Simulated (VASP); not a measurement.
Wanted: the native input for a VASP 6.6.1 run.

```yaml
Task: single point
Functional: LDA
Potentials_or_basis: VASP PAW LDA potentials, release 64 (Mg, O)
Cutoff: 600 eV
k_mesh: 4 × 4 × 2
Occupations: gaussian, width 0.01 eV
Spin: no spin polarisation
Dipole_correction: no
Further_INCAR_settings: ALGO = Normal; EDIFF = 1e-06; NBANDS = 16
```

The structure of MgO lies in POSCAR:

```
MgO
1.0
    3.3077870000      0.0000000000      0.0000000000
   -1.6538935000      2.8646275723      0.0000000000
    0.0000000000      0.0000000000      4.9828820000
Mg O
2 2
Direct
    0.3333333333      0.6666666667      0.0021600000
    0.6666666667      0.3333333333      0.5021600000
    0.3333333333      0.6666666667      0.4024400000
    0.6666666667      0.3333333333      0.9024400000
```

These files were run (other wordings do the same):

INCAR

```
SYSTEM = MgO
PREC = Accurate
ENCUT = 600
EDIFF = 1E-6
ISMEAR = 0
SIGMA = 0.01
LREAL = .False.
LASPH = .True.
NELM = 120
ALGO = Normal
ISIF = 2
LWAVE = .False.
LCHARG = .True.
GGA = CA
LELF = .True.
LVHAR = .True.
NBANDS = 16
GGA_COMPAT = .False.
```

KPOINTS

```
Automatic mesh
0
Gamma
  4 4 2
  0 0 0
```

Potentials or basis: VASP PAW LDA potentials, release 64 (Mg, O).

The run is started by

```console
$ cat potpaw_LDA.64/Mg/POTCAR potpaw_LDA.64/O/POTCAR > POTCAR
$ mpirun -np 1 vasp_std > vasp.out
```

It gave:

```yaml
Pressure: -5.6 GPa
Largest_force: 0.049 eV/Å
Band_gap_on_the_k_mesh: 3.35 eV, direct
```

Caveat: the k points lie up to 0.63 Å⁻¹ apart.

Wall time 16 s on 1 thread of Intel Xeon 8259CL, with other jobs on the host, peak memory 0.15 GiB.
